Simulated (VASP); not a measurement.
Set up this calculation in VASP 6.6.1, as the native input.

- Task: single point
- Functional: PBE
- Potentials or basis: VASP PAW PBE potentials, release 64 (Al, O)
- Cutoff: 520 eV
- k mesh: 6 × 6 × 6
- Occupations: gaussian, width 0.05 eV
- Spin: no spin polarisation
- Dipole correction: no
- Further INCAR settings: ALGO = Normal; EDIFF = 1e-07; NBANDS = 35

The structure of Al2O3 lies in POSCAR:

```
Al2O3
1.0
    2.4600251504      1.4202961828      4.1771227054
   -2.4600251504      1.4202961828      4.1771227054
    0.0000000000     -2.8405923656      4.1771227054
Al O
4 6
Direct
    0.8597505612      0.8597505612      0.8597505612
    0.6402494388      0.6402494388      0.6402494388
    0.1402494388      0.1402494388      0.1402494388
    0.3597505612      0.3597505612      0.3597505612
    0.0561574040      0.4438425960      0.7500000000
    0.7500000000      0.0561574040      0.4438425960
    0.4438425960      0.7500000000      0.0561574040
    0.9438425960      0.5561574040      0.2500000000
    0.2500000000      0.9438425960      0.5561574040
    0.5561574040      0.2500000000      0.9438425960
```

This cell differs from its parent crystal: atoms shifted along a free coordinate, c/a of the conventional cell at fixed volume 2.5470.

These files were run (other wordings do the same):

INCAR

```
SYSTEM = Al2O3
ALGO = Normal
EDIFF = 1E-7
ENCUT = 520
GGA = PE
ISIF = 2
ISMEAR = 0
LASPH = .TRUE.
LCHARG = .FALSE.
LREAL = .FALSE.
LWAVE = .FALSE.
NBANDS = 35
NELM = 80
PREC = Accurate
SIGMA = 0.05
```

KPOINTS

```
k-points
0
G
  6 6 6
  0 0 0
```

Potentials or basis: VASP PAW PBE potentials, release 64 (Al, O).

The run is started by

```console
$ cat potpaw_PBE.64/Al/POTCAR potpaw_PBE.64/O/POTCAR > POTCAR
$ mpirun -np 1 vasp_std > vasp.out
```

It gave:

| Quantity | Value |
| --- | --- |
| Pressure | -0.2 GPa |
| Largest force | 1.045 eV/Å |
| Band gap on the k mesh | 5.01 eV |

Caveat: forces of over 1 eV/Å act on the atoms, so gaps and moduli don't describe the material at rest.

Run time: 2.8 min on 1 thread of Intel Xeon 8259CL, with other jobs on the host, peak memory 0.26 GiB.
